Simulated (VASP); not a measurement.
# Mn (P6_3/mmc) in VASP: single point with LDA

Aim: the single point of Mn with LDA.

Everything below comes from runs of VASP 6.6.1. Logs are shortened: lines on timing, memory, paths and dates and some standing lists are left out, and cuts for length are marked.

**1. The cell of the first run**

Symmetry: P6_3/mmc, No. 194, hexagonal system. Conventional cell: a = 2.431 Å, b = 2.431 Å, c = 3.925 Å, α = 90.00°, β = 90.00°, γ = 120.00°. Mn (site symmetry -6m2) has 12 Mn at 2.41 to 2.43 Å within 3.2 Å.

This isn't the form of Mn at room conditions, which is a 58-atom cubic cell.

**2. Single point, LDA, non-collinear spin, typed start, spin-orbit coupling**

INCAR

```
SYSTEM = Mn
  ALGO = Normal
  EDIFF = 1E-6
  ENCUT = 500
  GGA = CA
  GGA_COMPAT = .FALSE.
  ISIF = 2
  ISMEAR = -1
  LASPH = .TRUE.
  LCHARG = .FALSE.
  LMAXMIX = 4
  LORBIT = 11
  LORBMOM = .TRUE.
  LREAL = .FALSE.
  LSORBIT = .TRUE.
  LWAVE = .FALSE.
  MAGMOM = 0 0 3 0 0 3
  NBANDS = 38
  NELM = 200
  PREC = Accurate
  SIGMA = 0.05
```

KPOINTS

```
k-points
0
G
  15 15 8
  0 0 0
```

POSCAR

```
Mn
1.0
    2.4305372443      0.0000000000      0.0000000000
   -1.2152686221      2.1049069984      0.0000000000
    0.0000000000      0.0000000000      3.9248165260
Mn
2
Direct
    0.3333333333      0.6666666667      0.2500000000
    0.6666666667      0.3333333333      0.7500000000
```

Potentials or basis: VASP PAW LDA potentials, release 64 (Mn_pv).

Command:

```sh
$ cat potpaw_LDA.64/Mn_pv/POTCAR > POTCAR
$ mpirun -np 1 vasp_ncl > vasp.out
```

OUTCAR:

```text
SYSTEM = Mn
   EDIFF = 1E-6
   ENCUT = 500
   GGA = CA
   ISIF = 2
   ISMEAR = -1
   LASPH = .TRUE.
   LORBIT = 11
   LREAL = .FALSE.
   LSORBIT = .TRUE.
   NELM = 200
   PREC = Accurate

 ion  position               nearest neighbor table
   1  0.333  0.667  0.250-   2 2.41   2 2.41   2 2.41   2 2.41   2 2.41   2 2.41
   2  0.667  0.333  0.750-   1 2.41   1 2.41   1 2.41   1 2.41   1 2.41   1 2.41

  LATTYP: Found a hexagonal cell.
 ALAT       =     2.4305372443
 C/A-ratio  =     1.6147938219

  Lattice vectors:

 A1 = (   2.4305372443,   0.0000000000,   0.0000000000)
 A2 = (  -1.2152686221,   2.1049069984,   0.0000000000)
 A3 = (   0.0000000000,   0.0000000000,   3.9248165260)

Analysis of symmetry for initial positions (statically):
=====================================================================
 Subroutine PRICEL returns:
 Original cell was already a primitive cell.

 Routine SETGRP: Setting up the symmetry group for a
 hexagonal supercell.

 Subroutine GETGRP returns: Found 24 space group operations
 (whereof 12 operations were pure point group operations)
 out of a pool of 24 trial point group operations.

The static configuration has the point symmetry D_3d.
 The point group associated with its full space group is D_6h.

Analysis of symmetry for dynamics (positions and initial velocities):
=====================================================================
 Subroutine PRICEL returns:
 Original cell was already a primitive cell.

 Routine SETGRP: Setting up the symmetry group for a
 hexagonal supercell.

 Subroutine GETGRP returns: Found 24 space group operations
 (whereof 12 operations were pure point group operations)
 out of a pool of 24 trial point group operations.

The dynamic configuration has the point symmetry D_3d.
 The point group associated with its full space group is D_6h.

Analysis of structural, dynamic, and magnetic symmetry:
=====================================================================
 Subroutine PRICEL returns:
 Original cell was already a primitive cell.

 Routine SETGRP: Setting up the symmetry group for a
 hexagonal supercell.

 Subroutine GETGRP returns: Found 12 space group operations
 (whereof  6 operations were pure point group operations)
 out of a pool of 24 trial point group operations.

The overall configuration has the point symmetry S_6 .
 The point group associated with its full space group is C_6h.

 Subroutine INISYM returns: Found 12 space group operations
 (whereof  6 operations are pure point group operations),
 and found     1 'primitive' translations

----------------------------------------------------------------------------------------

                                     Primitive cell

  volume of cell :      20.0796

  direct lattice vectors                    reciprocal lattice vectors
     2.430537244  0.000000000  0.000000000     0.411431671  0.237540186  0.000000000
    -1.215268622  2.104906998  0.000000000     0.000000000  0.475080372  0.000000000
     0.000000000  0.000000000  3.924816526     0.000000000  0.000000000  0.254788980

  length of vectors
     2.430537244  2.430537244  3.924816526     0.475080372  0.475080372  0.254788980

  position of ions in fractional coordinates (direct lattice)
     0.333333333  0.666666667  0.250000000
     0.666666667  0.333333333  0.750000000

  ion indices of the primitive-cell ions
   primitive index   ion index
                 1           1
                 2           2

----------------------------------------------------------------------------------------

 KPOINTS: k-points

Automatic generation of k-mesh.
 Grid dimensions read from file:
 generate k-points for:   15   15    8

 Generating k-lattice:

[... 99 lines left out ...]

 number of electron      26.0000003 magnetization      -0.0000000      0.0000000     -0.0357639

 number of electron      26.0000003 magnetization       0.0000000      0.0000000     -0.0004991

 Free energy of the ion-electron system (eV)
  ---------------------------------------------------
  ext. energy  EPLUGINS =         0.00000000
  ---------------------------------------------------
  free energy    TOTEN  =       -20.34134195 eV

  energy without entropy =      -20.31943260  energy(sigma->0) =      -20.33038727

 E-fermi :  11.1428     XC(G=0): -14.7903

 val. band max:       11.1395415892   @ k =  -0.2667   0.4000   0.5000
 cond. band min:      11.1547189378   @ k =   0.0000   0.0000   0.0000
 fundamental gap:      0.0151773486
 Fermi energy:        11.1428284089

 k-point     1 :       0.0000    0.0000    0.0000
  band No.  band energies     occupation
      1     -37.2479      1.00000
      2     -37.2478      1.00000
      3     -36.7067      1.00000
      4     -36.7066      1.00000
      5     -36.0053      1.00000
      6     -36.0053      1.00000
[... 973 lines left out ...]
     37      21.3342      0.00000
     38      21.3344      0.00000

 [... further k-points ...]

------------------------ aborting loop because EDIFF is reached ----------------------------------------

  FORCE on cell =-STRESS in cart. coord.  units (eV):
  Direction    XX          YY          ZZ          XY          YZ          ZX
  --------------------------------------------------------------------------------------
  -------------------------------------------------------------------------------------
  Total        0.0384571      0.0384571      0.0784368     -0.0000000     -0.0000000     -0.0000000
  in kB        3.0685443      3.0685443      6.2585791     -0.0000006     -0.0000000     -0.0000000
  external PRESSURE =       4.1318892 kB  Pullay stress =       0.0000000 kB

 VOLUME and BASIS-vectors are now :
 -----------------------------------------------------------------------------
  energy-cutoff  :      500.00
  volume of cell :       20.08
      direct lattice vectors                 reciprocal lattice vectors
     2.430537244  0.000000000  0.000000000     0.411431671  0.237540186  0.000000000
    -1.215268622  2.104906998  0.000000000     0.000000000  0.475080372  0.000000000
     0.000000000  0.000000000  3.924816526     0.000000000  0.000000000  0.254788980

 POSITION                                       TOTAL-FORCE (eV/Angst)
 -----------------------------------------------------------------------------------
     -0.00000      1.40327      0.98120        -0.000000      0.000000      0.000000
      1.21527      0.70164      2.94361         0.000000     -0.000000      0.000000
 -----------------------------------------------------------------------------------
    total drift:                                0.000000     -0.000000      0.000000

  FREE ENERGIE OF THE ION-ELECTRON SYSTEM (eV)
  ---------------------------------------------------
  free  energy   TOTEN  =       -20.3413419493 eV

  energy  without entropy=      -20.3194325971  energy(sigma->0) =      -20.33038727

 orbital moment (x)

 # of ion     p       d       tot
 ----------------------------------------
  1        -0.000   0.000   0.000
  2         0.000  -0.000  -0.000
 ----------------------------------------
           -0.000  -0.000  -0.000

 orbital moment (y)

 # of ion     p       d       tot
 ----------------------------------------
  1         0.000   0.000   0.000
  2         0.000   0.000   0.000
 ----------------------------------------
            0.000   0.000   0.000

 orbital moment (z)

 # of ion     p       d       tot
 ----------------------------------------
  1         0.000  -0.000  -0.000
  2         0.000  -0.000  -0.000
 ----------------------------------------
            0.000  -0.000  -0.000

 Spin-Orbit-Coupling matrix elements

 Ion:    1  E_soc:     -0.0307857
 l=   1
     0.0000000    -0.0037561    -0.0037562
    -0.0037561     0.0000000    -0.0037561
    -0.0037562    -0.0037561     0.0000000
 l=   2
     0.0000000    -0.0002745     0.0000000    -0.0002745    -0.0010866
    -0.0002745     0.0000000    -0.0008233    -0.0002933    -0.0002745
     0.0000000    -0.0008233     0.0000000    -0.0008233     0.0000000
    -0.0002745    -0.0002933    -0.0008233     0.0000000    -0.0002745
    -0.0010866    -0.0002745     0.0000000    -0.0002745     0.0000000
 l=   3
     0.0000000     0.0000000     0.0000000     0.0000000     0.0000000     0.0000000     0.0000000
     0.0000000     0.0000000     0.0000000     0.0000000     0.0000000     0.0000000     0.0000000
     0.0000000     0.0000000     0.0000000     0.0000000     0.0000000     0.0000000     0.0000000
     0.0000000     0.0000000     0.0000000     0.0000000     0.0000000     0.0000000     0.0000000
     0.0000000     0.0000000     0.0000000     0.0000000     0.0000000     0.0000000     0.0000000
     0.0000000     0.0000000     0.0000000     0.0000000     0.0000000     0.0000000     0.0000000
     0.0000000     0.0000000     0.0000000     0.0000000     0.0000000     0.0000000     0.0000000

 Ion:    2  E_soc:     -0.0307857
 l=   1
     0.0000000    -0.0037561    -0.0037562
    -0.0037561     0.0000000    -0.0037561
    -0.0037562    -0.0037561     0.0000000
 l=   2
     0.0000000    -0.0002745     0.0000000    -0.0002745    -0.0010866
    -0.0002745     0.0000000    -0.0008233    -0.0002933    -0.0002745
     0.0000000    -0.0008233     0.0000000    -0.0008233     0.0000000
    -0.0002745    -0.0002933    -0.0008233     0.0000000    -0.0002745
    -0.0010866    -0.0002745     0.0000000    -0.0002745     0.0000000
 l=   3
     0.0000000     0.0000000     0.0000000     0.0000000     0.0000000     0.0000000     0.0000000
     0.0000000     0.0000000     0.0000000     0.0000000     0.0000000     0.0000000     0.0000000
     0.0000000     0.0000000     0.0000000     0.0000000     0.0000000     0.0000000     0.0000000
     0.0000000     0.0000000     0.0000000     0.0000000     0.0000000     0.0000000     0.0000000
     0.0000000     0.0000000     0.0000000     0.0000000     0.0000000     0.0000000     0.0000000
     0.0000000     0.0000000     0.0000000     0.0000000     0.0000000     0.0000000     0.0000000
     0.0000000     0.0000000     0.0000000     0.0000000     0.0000000     0.0000000     0.0000000

 total charge

# of ion       s       p       d       tot
------------------------------------------
    1        0.454   6.444   5.245  12.143
    2        0.454   6.444   5.245  12.143
--------------------------------------------------
tot          0.909  12.887  10.489  24.285

 magnetization (x)

# of ion       s       p       d       tot
------------------------------------------
    1        0.000   0.000   0.000   0.000
    2        0.000   0.000   0.000   0.000
--------------------------------------------------
tot          0.000   0.000   0.000   0.000

 magnetization (y)

# of ion       s       p       d       tot
------------------------------------------
    1        0.000   0.000   0.000   0.000
    2        0.000   0.000   0.000   0.000
--------------------------------------------------
tot          0.000   0.000   0.000   0.000

 magnetization (z)

# of ion       s       p       d       tot
------------------------------------------
    1        0.000  -0.000  -0.000  -0.000
    2        0.000  -0.000  -0.000  -0.000
--------------------------------------------------
tot          0.000  -0.000  -0.000  -0.000
```

Wall time 2.6 min (1 thread of Intel Xeon Platinum 8488C (Sapphire Rapids), shared host); peak memory 0.29 GiB.

Results:

```
Free energy                                           : -20.3413 eV
Pressure                                              : 0.4 GPa
Net moment                                            : 0.00 μB per cell
Valence electrons inside the program's atomic spheres : Mn 12.14
```

Moments on the atoms (μB; x, y, z):
```
Mn  0.00 0.00 0.00
Mn  0.00 0.00 0.00
```
